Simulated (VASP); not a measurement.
Set up this calculation in VASP 6.6.1, as the native input.

| Item | Value |
| --- | --- |
| Task | single point |
| Functional | PBE |
| Potentials or basis | VASP PAW PBE potentials, release 64 (Si, Ti_sv) |
| Cutoff | 520 eV |
| k mesh | 2 × 2 × 2 |
| Occupations | fermi-dirac, width 0.05 eV |
| Spin | no spin polarisation |
| Dipole correction | no |
| Further INCAR settings | LREAL = Auto; ALGO = Normal; EDIFF = 1e-06; NBANDS = 52 |

The structure of TiSi16 (a cell with a defect) lies in POSCAR:

```
TiSi16
1.0
    0.0000000000      5.4300000000      5.4300000000
    5.4300000000      0.0000000000      5.4300000000
    5.4300000000      5.4300000000      0.0000000000
Si Ti
16 1
Direct
   -0.0071178637      0.0016666667      0.0211694291
    0.1276979742      0.1334069982      0.1720626151
   -0.0255432781      0.0065009208      0.5352117864
    0.1171086556      0.1005524862      0.6555064457
    0.0215653775      0.4986924494     -0.0068692449
    0.1504696133      0.6205064457      0.1244106814
   -0.0075046041      0.4590699816      0.4950000000
    0.1219981584      0.6285174954      0.6091252302
    0.5096316759      0.0030202578     -0.0069060773
    0.6368600368      0.1244106814      0.1261418048
    0.4686464088      0.0108931860      0.4706353591
    0.5767127072      0.1503775322      0.6145764273
    0.5373941068      0.5095303867     -0.0121270718
    0.6495395948      0.6362615101      0.0967403315
    0.4913812155      0.5047697974      0.4753591160
    0.6159392265      0.6347237569      0.6071546961
    0.8857550645      0.8595303867      0.3902117864
```

One way to write it, as run:

INCAR

```
PREC = Accurate ; ENCUT = 520
EDIFF = 1E-6 ; ISMEAR = -1
SIGMA = 0.05 ; LREAL = Auto
LASPH = True ; NELM = 60
ALGO = Normal ; ISIF = 2
LWAVE = False ; LCHARG = False
GGA = PE ; NBANDS = 52
```

KPOINTS

```
Automatic mesh
0
Gamma
  2 2 2
```

Potentials or basis: VASP PAW PBE potentials, release 64 (Si, Ti_sv).

Run with:

```console
$ cat potpaw_PBE.64/Si/POTCAR potpaw_PBE.64/Ti_sv/POTCAR > POTCAR
$ mpirun -np 1 vasp_std > vasp.out
```

It gave:

- Pressure: 4.3 GPa
- Largest force: 2.714 eV/Å
- Band gap on the k mesh: zero (bands 38 and 39 overlap by 0.35 eV)

Caveat: the k points lie up to 0.50 Å⁻¹ apart.

It took 5.2 min on 1 thread of AMD EPYC 7R43 64-Core Processor (Zen 3), with other jobs on the host, peak memory 0.45 GiB.
